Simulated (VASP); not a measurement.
## Mg: single point with PBE+D4

Mg:

```xyz
2
Lattice="3.1438 0.0000 0.0000 -1.5719 2.7226 0.0000 0.0000 0.0000 5.1039" Properties=species:S:1:pos:R:3 pbc="T T T"
Mg    1.5719    0.9075    3.8280
Mg    0.0000    1.8151    1.2760
```

| Quantity | Value |
| --- | --- |
| Program | VASP 6.6.1 |
| Task | single point |
| Functional | PBE |
| Dispersion | D4 |
| Potentials or basis | VASP PAW PBE potentials, release 64 (Mg) |
| Cutoff | 520 eV |
| k mesh | 10 × 10 × 5 |
| Occupations | fermi-dirac, width 0.05 eV |
| Spin | no spin polarisation |

The pressure is 1.3 GPa and the band gap on the k mesh is zero (band 2 reaches 3.54 eV, above the bottom of band 3 at 1.66 eV). The dispersion energy per atom is -0.080 eV.

Stress tensor (GPa, compression positive):
```
0.97 0.00 0.00
0.00 0.97 0.00
0.00 0.00 2.04
```

Levels at points of the mesh, in eV from the Fermi level:
```
           k point  band 1  band 2  band 3  band 4  band 5  band 6  band 7
(0.00, 0.00, 0.00)   -7.18   -1.79   -1.27   11.20   11.20   11.42   11.42
(0.50, 0.00, 0.00)   -2.26   -2.20    2.71    3.01    3.40    3.79    7.11
```

It took 5.5 s on 1 thread of Intel Xeon 6975P-C, with other jobs on the host, peak memory 0.16 GiB.

Caveat: pairwise dispersion overbinds metals, which lowers pressure and volume.
